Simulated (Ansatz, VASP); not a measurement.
# Mg6ZrNb: VASP beside Ansatz

```
CELL_PARAMETERS angstrom
4.98314 0.00000 0.00000
0.00000 3.08730 5.64432
0.00000 -3.08730 5.64432
ATOMIC_POSITIONS crystal
Mg 0.00000 0.32932 0.81579
Mg 0.00000 0.81579 0.32932
Mg 0.00000 0.32783 0.32783
Mg 0.50000 0.17278 0.68183
Mg 0.50000 0.68183 0.17278
Mg 0.50000 0.17322 0.17322
Zr 0.00000 0.80160 0.80160
Nb 0.50000 0.69765 0.69765
```

Alike in both runs: task single point; functional LDA; k mesh 4 × 4 × 4; no spin polarisation.

|  | VASP | Ansatz |
| --- | --- | --- |
| version | VASP 6.6.1 | Ansatz 0.2.0 |
| potentials or method | VASP PAW LDA potentials, release 64 (Mg, Zr_sv, Nb_sv), cutoff 520 eV | scalar-relativistic, plane waves, PAW |
| occupations | methfessel-paxton of order 1, width 0.0680285 eV | cold |
| valence electrons in the cell | 37 | 85 |

```csv
,VASP,Ansatz,Ansatz less VASP
gap on the k mesh at the Fermi level (eV),none,none,-
pressure (GPa),-4.2,-3.8,+0.45
"traceless stress, the component that is largest in VASP (GPa)",-1.15,-1.17,-0.020
rms of the force components (eV/Å),0.078,0.079,+0.0014
```

LDA's correlation is that of Perdew and Zunger in VASP and of Perdew and Wang (1992) in Ansatz. Atom by atom the forces differ by 0.003 eV/Å (rms over components). A gap of «none» marks a metal or a gap that the smearing closes. VASP's potentials hold 37 valence electrons a cell and Ansatz's 85, so a difference there can come from the potentials and not from the codes.
